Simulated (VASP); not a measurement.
# CoPtO2 in VASP: relaxation of the atoms with PBEsol

Aim: the relaxation of the atoms of CoPtO2 with PBEsol.

Program: VASP 6.6.1. These are calculated values, not measurements. Logs are shortened: lines on timing, memory, paths and dates and some standing lists are left out, and cuts for length are marked.

## 1. The cell of the first run

The cell holds a slab with vacuum, 8 atoms: a = 2.810 Å, b = 2.810 Å, c = 26.812 Å, α = 90.00°, β = 90.00°, γ = 120.00°.

## 2. Relaxation of the atoms, PBEsol

File INCAR:

```
SYSTEM = CoPtO2
PREC     = Accurate       ! precision mode
ENCUT    = 520            ! plane-wave cutoff, eV
EDIFF    = 1E-7           ! SCF threshold, eV
ISMEAR   = 0              ! smearing method
SIGMA    = 0.1            ! smearing width, eV
LREAL    = .False.        ! projectors in reciprocal space
LASPH    = .True.         ! aspherical terms in the spheres
NELM     = 80             ! most SCF steps
ALGO     = Fast           ! electronic algorithm
ISIF     = 2              ! what is computed and relaxed
LWAVE    = .False.        ! write WAVECAR
LCHARG   = .False.        ! write CHGCAR
LDIPOL   = .True.       
IDIPOL   = 3            
DIPOL    = 0.5 0.5 0.490
GGA      = PS             ! functional
IBRION   = 2              ! ionic algorithm
NSW      = 90             ! ionic steps
EDIFFG   = -0.03          ! ionic threshold
```

File KPOINTS:

```
Automatic mesh
0
Gamma
  12 12 1
  0 0 0
```

File POSCAR:

```
CoPtO2
1.0
    2.8101831225      0.0000000000      0.0000000000
   -1.4050915613      2.4336899734      0.0000000000
    0.0000000000      0.0000000000     26.8115356451
O Co Pt
4 2 2
Selective dynamics
Direct
    0.0000000000      0.0000000000      0.3170277194  F F F
    0.6666666667      0.3333333333      0.3888793212  F F F
    0.6666666667      0.3333333333      0.5370402263  T T T
    0.3333333333      0.6666666667      0.6088918281  T T T
    0.3333333333      0.6666666667      0.3529535203  F F F
    0.0000000000      0.0000000000      0.5729660272  T T T
    0.6666666667      0.3333333333      0.4629597737  F F F
    0.3333333333      0.6666666667      0.6829722806  T T T
```

Potentials or basis: VASP PAW PBE potentials, release 64 (O, Co, Pt).

The run is started by

```console
$ cat potpaw_PBE.64/O/POTCAR potpaw_PBE.64/Co/POTCAR potpaw_PBE.64/Pt/POTCAR > POTCAR
$ mpirun -np 1 vasp_std > vasp.out
```

OUTCAR:

```text
SYSTEM = CoPtO2
   PREC = Accurate
   ENCUT = 520
   EDIFF = 1E-7
   ISMEAR = 0
   LREAL = .False.
   LASPH = .True.
   NELM = 80
   ISIF = 2
   GGA = PS
   IBRION = 2
   NSW = 90
   EDIFFG = -0.03

 ion  position               nearest neighbor table
   1  0.000  0.000  0.317-   5 1.89   5 1.89   5 1.89
   2  0.667  0.333  0.389-   5 1.89   5 1.89   5 1.89   7 1.99
   3  0.667  0.333  0.537-   6 1.89   6 1.89   6 1.89   7 1.99
   4  0.333  0.667  0.609-   6 1.89   6 1.89   6 1.89   8 1.99
   5  0.333  0.667  0.353-   2 1.89   1 1.89   2 1.89   1 1.89   1 1.89   2 1.89
   6  0.000  0.000  0.573-   4 1.89   3 1.89   4 1.89   3 1.89   4 1.89   3 1.89
   7  0.667  0.333  0.463-   2 1.99   3 1.99
   8  0.333  0.667  0.683-   4 1.99

  LATTYP: Found a hexagonal cell.
 ALAT       =     2.8101831225
 C/A-ratio  =     9.5408500003

  Lattice vectors:

 A1 = (   2.8101831225,   0.0000000000,   0.0000000000)
 A2 = (  -1.4050915613,   2.4336899734,   0.0000000000)
 A3 = (   0.0000000000,   0.0000000000,  26.8115356451)

Analysis of symmetry for initial positions (statically):
=====================================================================
 Subroutine PRICEL returns:
 Original cell was already a primitive cell.

 Routine SETGRP: Setting up the symmetry group for a
 hexagonal supercell.

 Subroutine GETGRP returns: Found  6 space group operations
 (whereof  6 operations were pure point group operations)
 out of a pool of 24 trial point group operations.

The static configuration has the point symmetry C_3v.

Analysis of symmetry for dynamics (positions and initial velocities):
=====================================================================
 Subroutine PRICEL returns:
 Original cell was already a primitive cell.

 Routine SETGRP: Setting up the symmetry group for a
 hexagonal supercell.

 Subroutine GETGRP returns: Found  6 space group operations
 (whereof  6 operations were pure point group operations)
 out of a pool of 24 trial point group operations.

The dynamic configuration has the point symmetry C_3v.

Analysis of constrained symmetry for selective dynamics:
=====================================================================
 Subroutine PRICEL returns:
 Original cell was already a primitive cell.

 Routine SETGRP: Setting up the symmetry group for a
 hexagonal supercell.

[... 152 lines left out ...]

 number of electron      62.0000003 magnetization

 Free energy of the ion-electron system (eV)
  ---------------------------------------------------
  ext. energy  EPLUGINS =         0.00000000
  ---------------------------------------------------
  free energy    TOTEN  =       -55.59061335 eV

  energy without entropy =      -55.54034021  energy(sigma->0) =      -55.56547678

------------------------ aborting loop because EDIFF is reached ----------------------------------------

  FORCE on cell =-STRESS in cart. coord.  units (eV):
  Direction    XX          YY          ZZ          XY          YZ          ZX
  --------------------------------------------------------------------------------------
  -------------------------------------------------------------------------------------
  Total       -3.1133243     -3.1133243      1.6595059      0.0000000      0.0000000     -0.0000000
  in kB      -27.2027855    -27.2027855     14.4999937      0.0000000      0.0000000     -0.0000000
  external PRESSURE =     -13.3018591 kB  Pullay stress =       0.0000000 kB
[... 23 lines left out ...]
  FREE ENERGIE OF THE ION-ELECTRON SYSTEM (eV)
  ---------------------------------------------------
  free  energy   TOTEN  =       -55.5906133463 eV

  energy  without entropy=      -55.5403402138  energy(sigma->0) =      -55.56547678

 dipolmoment           0.000000      0.000000      0.164752 electrons x Angstroem

--------------------------------------- Ionic step        2  -------------------------------------------

 number of electron      62.0000002 magnetization

------------------------ aborting loop because EDIFF is reached ----------------------------------------
[... 79 lines left out ...]
--------------------------------------- Ionic step        4  -------------------------------------------

 number of electron      62.0000002 magnetization

 E-fermi :   0.0011     XC(G=0):  -6.3073

 val. band max:       -0.0074853047   @ k =   0.0833   0.0833   0.0000
 cond. band min:       0.0134680865   @ k =   0.4167  -0.0000   0.0000
 fundamental gap:      0.0209533913
 Fermi energy:         0.0010701239

 k-point     1 :       0.0000    0.0000    0.0000
  band No.  band energies     occupation
      1     -21.5509      2.00000
      2     -20.6167      2.00000
      3     -19.7774      2.00000
      4     -18.0680      2.00000
      5      -9.2309      2.00000
      6      -7.7413      2.00000
[... 958 lines left out ...]
--------------------------------------- Ionic step        9  -------------------------------------------

 number of electron      61.9999998 magnetization

 dipolmoment           0.000000      0.000000     -0.085872 electrons x Angstroem

 Free energy of the ion-electron system (eV)
  ---------------------------------------------------
  ext. energy  EPLUGINS =         0.00000000
  ---------------------------------------------------
  free energy    TOTEN  =       -55.62173540 eV

  energy without entropy =      -55.56996686  energy(sigma->0) =      -55.59585113

 E-fermi :  -0.0161     XC(G=0):  -6.3238

 val. band max:       -0.0235862120   @ k =   0.0833   0.0833   0.0000
 cond. band min:      -0.0052107196   @ k =   0.4167  -0.0000   0.0000
 fundamental gap:      0.0183754924
 Fermi energy:        -0.0161258625

 k-point     1 :       0.0000    0.0000    0.0000
  band No.  band energies     occupation
      1     -21.4184      2.00000
      2     -20.6355      2.00000
      3     -19.7219      2.00000
      4     -18.0866      2.00000
      5      -9.1469      2.00000
      6      -7.7447      2.00000
[... 749 lines left out ...]
     36       1.9329      0.00000
     37       5.7103      0.00000

------------------------ aborting loop because EDIFF is reached ----------------------------------------

 vacuum level on the upper side and lower side of the slab       (xc-potential included)        -1.231         1.000

  FORCE on cell =-STRESS in cart. coord.  units (eV):
  Direction    XX          YY          ZZ          XY          YZ          ZX
  --------------------------------------------------------------------------------------
  -------------------------------------------------------------------------------------
  Total       -3.8422563     -3.8422563     -0.9418538      0.0000000      0.0000000      0.0000000
  in kB      -33.5718556    -33.5718556     -8.2294820      0.0000000      0.0000000      0.0000000
  external PRESSURE =     -25.1243977 kB  Pullay stress =       0.0000000 kB
[... 23 lines left out ...]
  FREE ENERGIE OF THE ION-ELECTRON SYSTEM (eV)
  ---------------------------------------------------
  free  energy   TOTEN  =       -55.6217353969 eV

  energy  without entropy=      -55.5699668620  energy(sigma->0) =      -55.59585113

 reached required accuracy - stopping structural energy minimisation

 vacuum level on the upper side and lower side of the slab         5.310         7.585
```

It took 61 min on 1 thread of Oxide Virtual Turin-like, shared host; peak memory 0.39 GiB.

What came out:

```
Free energy               : -55.6217 eV
Energy gained by relaxing : 3.9 meV/atom
Ionic steps               : 9
Band gap on the k mesh    : zero (bands 31 and 32 overlap by 0.93 eV)
```

The path:
| step | energy change (eV) | largest force on free atoms (eV/Å) | pressure (GPa) |
| --- | --- | --- | --- |
| 1 | 0.0000 | 0.7819 | -1.33 |
| 2 | -0.0189 | 0.3728 | -1.65 |
| 3 | -0.0192 | 0.2701 | -1.61 |
| 4 | -0.0237 | 0.1653 | -1.81 |
| 5 | -0.0237 | 0.2150 | -1.84 |
| 6 | -0.0260 | 0.1207 | -1.98 |
| 7 | -0.0264 | 0.2389 | -2.06 |
| 8 | -0.0285 | 0.1772 | -2.18 |
| 9 | -0.0311 | 0.0212 | -2.51 |

Final structure:
```cif
data_structure
_symmetry_space_group_name_H-M 'P 1'
_symmetry_Int_Tables_number 1
_cell_length_a 2.8102
_cell_length_b 2.8102
_cell_length_c 26.8115
_cell_angle_alpha 90.000
_cell_angle_beta 90.000
_cell_angle_gamma 120.000
_cell_volume 183.37
loop_
_atom_site_label
_atom_site_type_symbol
_atom_site_fract_x
_atom_site_fract_y
_atom_site_fract_z
_atom_site_occupancy
O1 O 0.00000 0.00000 0.31703 1
O2 O 0.66667 0.33333 0.38888 1
O3 O 0.66667 0.33333 0.53746 1
O4 O 0.33333 0.66667 0.61003 1
Co1 Co 0.33333 0.66667 0.35295 1
Co2 Co 0.00000 0.00000 0.57409 1
Pt1 Pt 0.66667 0.33333 0.46296 1
Pt2 Pt 0.33333 0.66667 0.68691 1
```

Caveat: the PAW data sets were made with another functional, which shifts forces and pressure a little; spin-orbit coupling is left out, which moves the levels of the heavy elements; the run has no spin polarisation, though such a crystal can be magnetic; semilocal functionals often make such compounds metallic where correlation or magnetic order opens a gap, which also shifts bond lengths.
